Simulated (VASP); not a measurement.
# BeTe (F-43m) in VASP: a series of runs, part 2 of 2

VASP 6.6.1.

### 3 Dielectric tensor, r2SCAN (strain -4.0%)

Input file INCAR:

```
SYSTEM = BeTe
  ALGO = Normal
  EDIFF = 1E-8
  ENCUT = 520
  ISIF = 2
  ISMEAR = 0
  LASPH = .True.
  LCALCEPS = .True.
  LCHARG = .False.
  LMIXTAU = .True.
  LREAL = .False.
  LWAVE = .False.
  METAGGA = R2SCAN
  NELM = 80
  PREC = Accurate
  SIGMA = 0.01
```

Input file KPOINTS:

```
k-points
0
Gamma
  6 6 6
  0 0 0
```

Input file POSCAR:

```
BeTe
1.0
    0.0000000000      2.7154786804      2.7154786804
    2.7154786804      0.0000000000      2.7154786804
    2.7154786804      2.7154786804      0.0000000000
Be Te
1 1
Direct
    0.0000000000      0.0000000000      0.0000000000
    0.2500000000      0.2500000000      0.2500000000
```

Potentials or basis: VASP PAW PBE potentials, release 64 (Be, Te).

Command:

```
$ cat potpaw_PBE.64/Be/POTCAR potpaw_PBE.64/Te/POTCAR > POTCAR
$ mpirun -np 1 vasp_std > vasp.out
```

OUTCAR:

```text
SYSTEM = BeTe
   EDIFF = 1E-8
   ENCUT = 520
   ISIF = 2
   ISMEAR = 0
   LASPH = .True.
   LREAL = .False.
   METAGGA = R2SCAN
   NELM = 80
   PREC = Accurate

 ion  position               nearest neighbor table
   1  0.000  0.000  0.000-   2 2.35   2 2.35   2 2.35   2 2.35
   2  0.250  0.250  0.250-   1 2.35   1 2.35   1 2.35   1 2.35

  LATTYP: Found a face centered cubic cell.
 ALAT       =     5.4309573608

  Lattice vectors:

 A1 = (   0.0000000000,   2.7154786804,   2.7154786804)
 A2 = (   2.7154786804,   0.0000000000,   2.7154786804)
 A3 = (   2.7154786804,   2.7154786804,   0.0000000000)

Analysis of symmetry for initial positions (statically):
=====================================================================
 Subroutine PRICEL returns:
 Original cell was already a primitive cell.

 Routine SETGRP: Setting up the symmetry group for a
 face centered cubic supercell.

 Subroutine GETGRP returns: Found 24 space group operations
 (whereof 24 operations were pure point group operations)
 out of a pool of 48 trial point group operations.

The static configuration has the point symmetry T_d .

Analysis of symmetry for dynamics (positions and initial velocities):
=====================================================================
 Subroutine PRICEL returns:
 Original cell was already a primitive cell.

 Routine SETGRP: Setting up the symmetry group for a
 face centered cubic supercell.

 Subroutine GETGRP returns: Found 24 space group operations
 (whereof 24 operations were pure point group operations)
 out of a pool of 48 trial point group operations.

The dynamic configuration has the point symmetry T_d .

 Subroutine INISYM returns: Found 24 space group operations
 (whereof 24 operations are pure point group operations),
 and found     1 'primitive' translations

----------------------------------------------------------------------------------------

                                     Primitive cell

  volume of cell :      40.0469

  direct lattice vectors                    reciprocal lattice vectors
     0.000000000  2.715478680  2.715478680    -0.184129599  0.184129599  0.184129599
     2.715478680  0.000000000  2.715478680     0.184129599 -0.184129599  0.184129599
     2.715478680  2.715478680  0.000000000     0.184129599  0.184129599 -0.184129599

  length of vectors
     3.840266778  3.840266778  3.840266778     0.318921820  0.318921820  0.318921820

  position of ions in fractional coordinates (direct lattice)
     0.000000000  0.000000000  0.000000000
     0.250000000  0.250000000  0.250000000

  ion indices of the primitive-cell ions
   primitive index   ion index
                 1           1
                 2           2

----------------------------------------------------------------------------------------

 KPOINTS: k-points

Automatic generation of k-mesh.
 Grid dimensions read from file:
 generate k-points for:    6    6    6

 Generating k-lattice:

  Cartesian coordinates                     Fractional coordinates (reciprocal lattice)
[... 66 lines left out ...]
   ISMEAR =     0;   SIGMA  =   0.01  broadening in eV -4-tet -1-fermi 0-gaus
   EFERMI_NEDOS =   21; number of points for ismear=-14 and -15
   IALGO  =     38    algorithm
   IMIX   =      4    mixing-type and parameters
     AMIX     =   0.40;   BMIX     =  1.00
     AMIX_MAG =   1.60;   BMIX_MAG =  1.00
  volume/ion in A,a.u.               =      20.02       135.12
  Fermi-wavevector in a.u.,A,eV,Ry     =   0.957007  1.808481 12.461063  0.915862
  Thomas-Fermi vector in A             =   2.085986
   LORBIT       =      0    0 simple, 1 ext, 2 COOP (PROOUT), +10 PAW based schemes
   METAGGA = R2SCAN    functional components
   LHFCALC =     F    Hartree Fock is set to
   AEXX    =    0.0000 exact exchange contribution
   IVDW    =     0    specifies the selected vdW correction
   LEPSILON=     F    determine dielectric tensor
   LRPA    =     F    only Hartree local field effects (RPA)
   LRPA       =     F
 non-spin polarized calculation
 Gauss-broadening in eV      SIGMA  =   0.01
  energy-cutoff  :      520.00
  volume of cell :       40.05
 maximum number of plane-waves:      1090
 NGX is ok and might be reduce to    30
   NGX = 15   NGY = 15   NGZ = 15

 number of electron       8.0000000 magnetization

 Free energy of the ion-electron system (eV)
  ---------------------------------------------------
  ext. energy  EPLUGINS =         0.00000000
  ---------------------------------------------------
  free energy    TOTEN  =       -30.53465595 eV

  energy without entropy =      -30.53465595  energy(sigma->0) =      -30.53465595

 E-fermi :   6.2996     XC(G=0):  -9.9436

 val. band max:        6.2553787309   @ k =   0.0000   0.0000   0.0000
 cond. band min:   10000.0000000000   @ k =   0.0000   0.0000   0.0000
 fundamental gap:   9993.7446212691
 Fermi energy:         6.2996042566

 k-point     1 :       0.0000    0.0000    0.0000
  band No.  band energies     occupation
      1      -7.3525      2.00000
      2       6.2545      2.00000
      3       6.2549      2.00000
      4       6.2554      2.00000
      5   10000.0000      0.00000
      6   10000.0000      0.00000
      7   10000.0000      0.00000
      8   10000.0000      0.00000
[... 243 lines left out ...]
 k-point    24 :       0.0000    0.3333    0.1667
  band No.  band energies     occupation
      1      -6.2513      2.00000
      2       1.9949      2.00000
      3       4.3412      2.00000
      4       4.3506      2.00000
      5   10000.0000      0.00000
      6   10000.0000      0.00000
      7   10000.0000      0.00000
      8   10000.0000      0.00000

 [... further k-points ...]

------------------------ aborting loop because EDIFF is reached ----------------------------------------

            Ionic dipole moment: p[ion]=(     8.14644     8.14644     8.14644 ) |e| Angst

 Total electronic dipole moment: p[elc]=(     0.01664     0.01664     0.03004 ) |e| Angst

 MACROSCOPIC STATIC DIELECTRIC TENSOR (including local field effects)
 ------------------------------------------------------
           7.069312    -0.000000     0.000000
           0.000000     7.069312     0.000000
           0.000000     0.000000     7.069312
 ------------------------------------------------------

 PIEZOELECTRIC TENSOR (including local field effects) (e Angst)
          XX          YY          ZZ          XY          YZ          ZX
  --------------------------------------------------------------------------------
  x     0.00000    -0.00000    -0.00000     0.00000    -1.13158     0.00000
  y     0.00000     0.00000     0.00000     0.00000     0.00000    -1.13158
  z     0.00000     0.00000     0.00000    -1.13158     0.00000    -0.00000

 PIEZOELECTRIC TENSOR (including local field effects) (C/m^2)
          XX          YY          ZZ          XY          YZ          ZX
  --------------------------------------------------------------------------------
  x     0.00000    -0.00000    -0.00000     0.00000    -0.45272     0.00000
  y     0.00000     0.00000     0.00000     0.00000     0.00000    -0.45272
  z     0.00000     0.00000     0.00000    -0.45272     0.00000    -0.00000

 BORN EFFECTIVE CHARGES (including local field effects) (in |e|, cummulative output)
 ---------------------------------------------------------------------------------
 ion    1
    1     1.17813     0.00000     0.00000
    2    -0.00000     1.17813     0.00000
    3     0.00000     0.00000     1.17813
 ion    2
    1    -1.17813     0.00000     0.00000
    2    -0.00000    -1.17813    -0.00000
    3     0.00000     0.00000    -1.17813

  FORCE on cell =-STRESS in cart. coord.  units (eV):
  Direction    XX          YY          ZZ          XY          YZ          ZX
  --------------------------------------------------------------------------------------
  -------------------------------------------------------------------------------------
  Total        2.3972281      2.3972281      2.3972281      0.0000000      0.0000000      0.0000000
  in kB       95.9070972     95.9070972     95.9070972      0.0000000      0.0000000      0.0000000
  external PRESSURE =      95.9070972 kB  Pullay stress =       0.0000000 kB

 VOLUME and BASIS-vectors are now :
 -----------------------------------------------------------------------------
  energy-cutoff  :      520.00
  volume of cell :       40.05
      direct lattice vectors                 reciprocal lattice vectors
     0.000000000  2.715478680  2.715478680    -0.184129599  0.184129599  0.184129599
     2.715478680  0.000000000  2.715478680     0.184129599 -0.184129599  0.184129599
     2.715478680  2.715478680  0.000000000     0.184129599  0.184129599 -0.184129599

 POSITION                                       TOTAL-FORCE (eV/Angst)
 -----------------------------------------------------------------------------------
      0.00000      0.00000      0.00000         0.000000      0.000000      0.000000
      1.35774      1.35774      1.35774        -0.000000     -0.000000     -0.000000
 -----------------------------------------------------------------------------------
    total drift:                                0.000000      0.000000      0.000000

  FREE ENERGIE OF THE ION-ELECTRON SYSTEM (eV)
  ---------------------------------------------------
  free  energy   TOTEN  =       -30.5346559512 eV

  energy  without entropy=      -30.5346559512  energy(sigma->0) =      -30.53465595
```

stdout:

```text
POSCAR found type information on POSCAR BeTe
 POSCAR found :  2 types and       2 ions
 scaLAPACK will be used
 -----------------------------------------------------------------------------
|                                                                             |
[... 105 lines left out ...]
 p_tot=(  0.816E+01  0.816E+01  0.818E+01 )
dp_tot=(  0.258E-04  0.258E-04  0.135E-01 )  diag[e(oo)]=(    ---      ---    7.09742 )
 p_tot=(  0.816E+01  0.816E+01  0.818E+01 )
dp_tot=(  0.257E-04  0.257E-04  0.135E-01 )  diag[e(oo)]=(    ---      ---    7.08012 )
 final diagonalization full
 p_tot=(  0.816E+01  0.816E+01  0.818E+01 )
dp_tot=(  0.256E-04  0.256E-04  0.134E-01 )  diag[e(oo)]=(    ---      ---    7.06931 )
```

It took 10 min on 1 thread of Intel Xeon 6975P-C (Granite Rapids), shared host; peak memory 0.26 GiB.

What came out:

- Band gap on the k mesh: 2.04 eV (least direct gap 3.87 eV)
- Electronic dielectric tensor (diagonal): 7.07
- Born charges (mean of the diagonal): Be +1.18; Te -1.18 e

Levels at points of the mesh, in eV from the valence-band top:
| k point | band 1 | band 2 | band 3 | band 4 | band 5 | band 6 | band 7 | band 8 |
| --- | --- | --- | --- | --- | --- | --- | --- | --- |
| (0.00, 0.00, 0.00) | -13.61 | 0.00 | 0.00 | 0.00 | 3.87 | 3.87 | 3.87 | 5.40 |
| (0.50, 0.00, 0.00) | -11.86 | -6.54 | -1.38 | -1.38 | 3.86 | 4.92 | 4.92 | 8.42 |
| (0.50, 0.50, 0.00) | -11.20 | -6.00 | -3.21 | -3.21 | 2.04 | 2.80 | 11.29 | 11.29 |

Electronic dielectric tensor:
```
7.07 0.00 0.00
0.00 7.07 0.00
0.00 0.00 7.07
```

Born effective charge tensors (e):
atom 1, Be
```
1.18 0.00 0.00
0.00 1.18 0.00
0.00 0.00 1.18
```
atom 2, Te
```
-1.18  0.00  0.00
 0.00 -1.18  0.00
 0.00  0.00 -1.18
```

Dipole moments of the cell (e·Å, modulo the quantum): ionic 8.146, 8.146, 8.146; electronic 0.017, 0.017, 0.030

Caveat: the cell differs from its parent crystal (strain -4.0%); the PAW data sets were made with another functional, which shifts forces and pressure a little; spin-orbit coupling is left out, which moves the levels of the heavy elements.

The gap in the log of VASP goes by the Fermi energy; the results here count the filled bands.